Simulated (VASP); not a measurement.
# F (C2/c) in VASP: a series of runs, part 2 of 2

VASP 6.6.1.

## (3) Electric field gradients, PBE

INCAR reads:

```
SYSTEM = F
PREC = Accurate
ENCUT = 520
EDIFF = 1E-8
ISMEAR = -1
SIGMA = 0.02
LREAL = .False.
LASPH = .True.
NELM = 100
ALGO = Fast
ISIF = 2
LWAVE = .False.
LCHARG = .False.
GGA = PE
LEFG = .True.
NBANDS = 22
```

KPOINTS reads:

```
regular mesh
0
Gamma
  9 9 4
  0 0 0
```

POSCAR reads:

```
F
1.0
    2.7500000000     -1.6400000000      0.0000000000
    2.7500000000      1.6400000000      0.0000000000
   -1.5347200000      0.0000000000      7.1163900000
F
4
Direct
    0.9680000000      0.6020000000      0.0997000000
    0.3980000000      0.0320000000      0.4003000000
    0.0320000000      0.3980000000      0.9003000000
    0.6020000000      0.9680000000      0.5997000000
```

Potentials or basis: VASP PAW PBE potentials, release 64 (F).

Started as:

```
cat potpaw_PBE.64/F/POTCAR > POTCAR
mpirun -np 1 vasp_std > vasp.out
```

OUTCAR:

```text
SYSTEM = F
   PREC = Accurate
   ENCUT = 520
   EDIFF = 1E-8
   ISMEAR = -1
   LREAL = .False.
   LASPH = .True.
   NELM = 100
   ISIF = 2
   GGA = PE

 ion  position               nearest neighbor table
   1  0.968  0.602  0.100-   3 1.49
   2  0.398  0.032  0.400-   4 1.49
   3  0.032  0.398  0.900-   1 1.49
   4  0.602  0.968  0.600-   2 1.49

  LATTYP: Found a base centered monoclinic cell.
 ALAT       =     5.5000000000
 B/A-ratio  =     0.5963636364
 C/A-ratio  =     1.3236360154
 COS(beta)  =    -0.2108132423

  Lattice vectors:

 A1 = (   2.7500000000,  -1.6400000000,   0.0000000000)
 A2 = (   2.7500000000,   1.6400000000,   0.0000000000)
 A3 = (  -1.5347200000,   0.0000000000,   7.1163900000)

Analysis of symmetry for initial positions (statically):
=====================================================================
 Subroutine PRICEL returns:
 Original cell was already a primitive cell.

 Routine SETGRP: Setting up the symmetry group for a
 base centered monoclinic supercell.

 Subroutine GETGRP returns: Found  4 space group operations
 (whereof  2 operations were pure point group operations)
 out of a pool of  4 trial point group operations.

The static configuration has the point symmetry S_2 .
 The point group associated with its full space group is C_2h.

Analysis of symmetry for dynamics (positions and initial velocities):
=====================================================================
 Subroutine PRICEL returns:
 Original cell was already a primitive cell.

 Routine SETGRP: Setting up the symmetry group for a
 base centered monoclinic supercell.

 Subroutine GETGRP returns: Found  4 space group operations
 (whereof  2 operations were pure point group operations)
 out of a pool of  4 trial point group operations.

The dynamic configuration has the point symmetry S_2 .
 The point group associated with its full space group is C_2h.

 Subroutine INISYM returns: Found  4 space group operations
 (whereof  2 operations are pure point group operations),
 and found     1 'primitive' translations

----------------------------------------------------------------------------------------

                                     Primitive cell

  volume of cell :      64.1898

  direct lattice vectors                    reciprocal lattice vectors
     2.750000000 -1.640000000  0.000000000     0.181818182 -0.304878049  0.039210892
     2.750000000  1.640000000  0.000000000     0.181818182  0.304878049  0.039210892
    -1.534720000  0.000000000  7.116390000     0.000000000  0.000000000  0.140520685

  length of vectors
     3.201890067  3.201890067  7.279998085     0.357135786  0.357135786  0.140520685

  position of ions in fractional coordinates (direct lattice)
     0.968000000  0.602000000  0.099700000
     0.398000000  0.032000000  0.400300000
     0.032000000  0.398000000  0.900300000
     0.602000000  0.968000000  0.599700000

  ion indices of the primitive-cell ions
   primitive index   ion index
                 1           1
                 2           2
[... 82 lines left out ...]
   POTIM  = 0.5000    time-step for ionic-motion
   TEBEG  =    0.0;   TEEND  =   0.0 temperature during run
   PSTRESS=    0.0 pullay stress
   NELECT =      28.0000    total number of electrons
   NUPDOWN=      -1.0000    fix difference up-down
   EMIN   =  10.00;   EMAX   =-10.00  energy-range for DOS
   EFERMI =   0.00;   METHOD = LEGACY
   ISMEAR =    -1;   SIGMA  =   0.02  broadening in eV -4-tet -1-fermi 0-gaus
   EFERMI_NEDOS =   21; number of points for ismear=-14 and -15
   IALGO  =     68    algorithm
   IMIX   =      4    mixing-type and parameters
     AMIX     =   0.40;   BMIX     =  1.00
     AMIX_MAG =   1.60;   BMIX_MAG =  1.00
  volume/ion in A,a.u.               =      16.05       108.29
  Fermi-wavevector in a.u.,A,eV,Ry     =   1.241572  2.346232 20.973411  1.541502
  Thomas-Fermi vector in A             =   2.375964
   LORBIT       =      0    0 simple, 1 ext, 2 COOP (PROOUT), +10 PAW based schemes
   GGA     = PE    functional components
   LHFCALC =     F    Hartree Fock is set to
   AEXX    =    0.0000 exact exchange contribution
   IVDW    =     0    specifies the selected vdW correction
   LEPSILON=     F    determine dielectric tensor
   LRPA    =     F    only Hartree local field effects (RPA)
 non-spin polarized calculation
 RMM-DIIS sequential band-by-band and
  energy-cutoff  :      520.00
  volume of cell :       64.19
 maximum number of plane-waves:      1745
   NGX = 11   NGY = 11   NGZ = 27

 number of electron      28.0000004 magnetization

 Free energy of the ion-electron system (eV)
  ---------------------------------------------------
  ext. energy  EPLUGINS =         0.00000000
  ---------------------------------------------------
  free energy    TOTEN  =        -7.18244791 eV

  energy without entropy =       -7.18244791  energy(sigma->0) =       -7.18244791

 E-fermi :  -4.9219     XC(G=0):  -7.6629

 val. band max:       -5.3985244602   @ k =   0.0000   0.0000   0.0000
 cond. band min:      -3.4737507289   @ k =   0.0000   0.0000   0.0000
 fundamental gap:      1.9247737313
 Fermi energy:        -4.9218882249

 k-point     1 :       0.0000    0.0000    0.0000
  band No.  band energies     occupation
      1     -29.2956      2.00000
      2     -29.1700      2.00000
      3     -24.3437      2.00000
      4     -24.0268      2.00000
      5     -11.5015      2.00000
      6     -10.7103      2.00000
[... 589 lines left out ...]
     21      11.3677      0.00000
     22      13.5399      0.00000

 [... further k-points ...]
[... 5 lines left out ...]
  --------------------------------------------------------------------------------------
  -------------------------------------------------------------------------------------
  Total        0.1082513     -0.3626494     -4.6016111      0.0000000      0.0000000     -0.2435528
  in kB        2.7019511     -9.0517229   -114.8561387      0.0000000      0.0000000     -6.0790744
  external PRESSURE =     -40.4019702 kB  Pullay stress =       0.0000000 kB

 VOLUME and BASIS-vectors are now :
 -----------------------------------------------------------------------------
  energy-cutoff  :      520.00
  volume of cell :       64.19
      direct lattice vectors                 reciprocal lattice vectors
     2.750000000 -1.640000000  0.000000000     0.181818182 -0.304878049  0.039210892
     2.750000000  1.640000000  0.000000000     0.181818182  0.304878049  0.039210892
    -1.534720000  0.000000000  7.116390000     0.000000000  0.000000000  0.140520685

 POSITION                                       TOTAL-FORCE (eV/Angst)
 -----------------------------------------------------------------------------------
      4.16449     -0.60024      0.70950        -0.114306     -0.500068     -1.583882
      0.56815     -0.60024      2.84869         0.114306     -0.500068      1.583882
     -0.19921      0.60024      6.40689         0.114306      0.500068      1.583882
      3.39713      0.60024      4.26770        -0.114306      0.500068     -1.583882
 -----------------------------------------------------------------------------------
    total drift:                                0.000000      0.000000      0.000000

  FREE ENERGIE OF THE ION-ELECTRON SYSTEM (eV)
  ---------------------------------------------------
  free  energy   TOTEN  =        -7.1824479136 eV

  energy  without entropy=       -7.1824479136  energy(sigma->0) =       -7.18244791

 Electric field gradients (V/A^2)
---------------------------------------------------------------------
 ion       V_xx      V_yy      V_zz      V_xy      V_xz      V_yz
---------------------------------------------------------------------
   1    -311.542  -231.065   542.607    16.483    46.798   263.958
   2    -311.542  -231.065   542.607   -16.483    46.798  -263.958
   3    -311.542  -231.065   542.607    16.483    46.798   263.958
   4    -311.542  -231.065   542.607   -16.483    46.798  -263.958
---------------------------------------------------------------------

 Electric field gradients after diagonalization (V/A^2)
 (convention: |V_zz| > |V_xx| > |V_yy|)
----------------------------------------------------------------------
 ion       V_xx      V_yy      V_zz     asymmetry (V_yy - V_xx)/ V_zz
----------------------------------------------------------------------
   1    -315.458  -311.245   626.703       0.007
   2    -315.458  -311.245   626.703       0.007
   3    -315.458  -311.245   626.703       0.007
   4    -315.458  -311.245   626.703       0.007
----------------------------------------------------------------------

           NMR quadrupolar parameters

 Cq : quadrupolar parameter    Cq=e*Q*V_zz/h
 eta: asymmetry parameters     (V_yy - V_xx)/ V_zz
 Q  : nuclear electric quadrupole moment in mb (millibarn)
----------------------------------------------------------------------
 ion       Cq(MHz)       eta       Q (mb)
----------------------------------------------------------------------
   1       1.515       0.007       1.000
   2       1.515       0.007       1.000
   3       1.515       0.007       1.000
   4       1.515       0.007       1.000
----------------------------------------------------------------------
```

It took 52 s on 1 thread of Intel Xeon 6975P-C (Granite Rapids), shared host; peak memory 0.21 GiB.

Results:

* Free energy: -7.1824 eV
* Pressure: -4.0 GPa
* Largest force: 1.665 eV/Å
* Band gap on the k mesh: 1.92 eV
* Largest electric field gradient by atom: F +626.7 V/Å²

Forces on the atoms (eV/Å):
```
F   -0.114 -0.500 -1.584
F    0.114 -0.500  1.584
F    0.114  0.500  1.584
F   -0.114  0.500 -1.584
```

Levels at points of the mesh, in eV from the valence-band top:
```
           k point  band 11  band 12  band 13  band 14  band 15  band 16  band 17  band 18
(0.00, 0.00, 0.00)    -0.27    -0.18    -0.11     0.00     1.92     2.89     9.41    11.68
(0.00, 0.00, 0.50)    -0.21    -0.21    -0.08    -0.08     2.41     2.41    10.20    10.20
```

Electric field gradients, principal values (V/Å²):
```
atom     least    middle  greatest (by size)
 1 F  -311.245  -315.458             626.703
 2 F  -311.245  -315.458             626.703
 3 F  -311.245  -315.458             626.703
 4 F  -311.245  -315.458             626.703
```

Caveat: the cell stands under tension; without QUAD_EFG the Cq values of the log hold for a quadrupole moment of 1 mb, not for the nuclei; an odd mesh through Γ misses points on the zone boundary, where band edges can lie; forces of over 1 eV/Å act on the atoms, so gaps and moduli don't describe the material at rest.
